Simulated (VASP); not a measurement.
Here is a VASP 6.6.1 calculation.

Contents of INCAR:

```
PREC = Accurate
ENCUT = 520
EDIFF = 1E-6
ISMEAR = 0
SIGMA = 0.1
LREAL = F
LASPH = T
NELM = 80
ALGO = Normal
ISIF = 2
LWAVE = F
LCHARG = T
GGA = PE
LELF = T
LVHAR = T
NBANDS = 45
```

File KPOINTS:

```
Automatic mesh
0
Gamma
  4 4 4
```

POSCAR

```
Cd
1.0
   -3.8719246400      3.8719246400      3.8719246400
    3.8719246400     -3.8719246400      3.8719246400
    3.8719246400      3.8719246400     -3.8719246400
Cd
6
Direct
    0.0000000000      0.1505630600      0.1505630600
    0.0000000000      0.8494369400      0.8494369400
    0.1505630600      0.0000000000      0.1505630600
    0.8494369400      0.0000000000      0.8494369400
    0.1505630600      0.1505630600      0.0000000000
    0.8494369400      0.8494369400      0.0000000000
```

Potentials or basis: VASP PAW PBE potentials, release 64 (Cd).

Run with:

```bash
$ cat potpaw_PBE.64/Cd/POTCAR > POTCAR
$ mpirun -np 1 vasp_std > vasp.out
```

(1) What does it give for the pressure?

(2) What does it give for the largest force?

(3) Predict the band gap on the k mesh.

Results:

(1) 323.5 GPa.

(2) 202.310 eV/Å.

(3) zero (bands 36 and 37 overlap by 0.25 eV).

Caveat: atoms lie so close that the PAW spheres overlap strongly, which falsifies energies and pressures; the cell stands under pressure; forces of over 1 eV/Å act on the atoms, so gaps and moduli don't describe the material at rest.
